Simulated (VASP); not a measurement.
HfC:

```
Hf C
1.0
     3.34287    0.00000    0.00000
    -1.67143    2.89501    0.00000
     0.00000    0.00000    5.20271
Hf C
2 2
Direct
  0.66667 0.33333 0.75000
  0.33333 0.66667 0.25000
  0.00000 0.00000 0.00000
  0.00000 0.00000 0.50000
```

| Item | Value |
| --- | --- |
| Program | VASP 6.6.1 |
| Task | relaxation of cell and atoms |
| Functional | LDA |
| Potentials or basis | VASP PAW LDA potentials, release 64 (Hf_pv, C) |
| Cutoff | 600 eV |
| k mesh | 7 × 7 × 4 |
| Occupations | fermi-dirac, width 0.05 eV |
| Spin | no spin polarisation |

At the start: pressure -12.5 GPa; volume 12.59 Å³/atom.

Where does the relaxation end?

Over 9 steps the energy falls by 29.0 meV/atom and the volume is 11.95 Å³/atom (-5.1 %); space group P6_3/mmc (No. 194, to 0.1 Å) before and after.

The path:
```csv
step,energy change (eV),largest force (eV/Å),pressure (GPa),volume (Å³)
1,0.0000,0.0000,-12.51,50.35
2,0.2543,0.0000,30.03,43.52
3,-0.1120,0.0000,-0.10,47.80
4,-0.1121,0.0000,0.28,47.73
5,-0.1121,0.0000,0.57,47.68
6,-0.1158,0.0000,0.29,47.74
7,-0.1158,0.0000,0.27,47.74
8,-0.1158,0.0000,-0.39,47.86
9,-0.1159,0.0000,-0.01,47.79
```

Final structure:
```
Hf C
1.0
     3.26414    0.00000    0.00000
    -1.63207    2.82683    0.00000
     0.00000    0.00000    5.17921
Hf C
2 2
Direct
  0.66667 0.33333 0.75000
  0.33333 0.66667 0.25000
  0.00000 0.00000 0.00000
  0.00000 0.00000 0.50000
```
